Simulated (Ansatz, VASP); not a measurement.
## One calculation of HgTe, two programs

```
CELL_PARAMETERS angstrom
2.99252 -3.46693 0.00000
2.99252 3.46693 0.00000
0.00000 0.00000 5.79816
ATOMIC_POSITIONS crystal
Hg 0.65695 0.34305 0.25000
Hg 0.34305 0.65695 0.75000
Te 0.21519 0.78481 0.25000
Te 0.78481 0.21519 0.75000
```

Alike in both runs: task single point; functional PBE; k mesh 6 × 6 × 5; occupations fermi-dirac, width 0.05 eV; no spin polarisation.

|  | VASP | Ansatz |
| --- | --- | --- |
| version | VASP 6.6.1 | Ansatz 0.2.0 |
| potentials or method | VASP PAW PBE potentials, release 64 (Hg, Te) | Ansatz PAW |
| plane-wave cutoff (eV) | 520 | 420 |
| valence electrons in the cell | 36 | 72 |

Ansatz gave:

```
gap on the k mesh at the Fermi level (eV)                     : none
pressure (GPa)                                                : -0.3
traceless stress, the component that is largest in VASP (GPa) : 0.12
rms of the force components (eV/Å)                            : 0.042
```

Q: Estimate VASP's values.

A: gap on the k mesh at the Fermi level (eV): none; pressure (GPa): -0.2; traceless stress, the component that is largest in VASP (GPa): 0.10; rms of the force components (eV/Å): 0.037.

Atom by atom the forces differ by 0.005 eV/Å (rms over components). A gap of «none» marks a metal or a gap that the smearing closes. VASP's potentials hold 36 valence electrons a cell and Ansatz's 72, so a difference there can come from the potentials and not from the codes.

Neither program's run includes spin-orbit coupling.
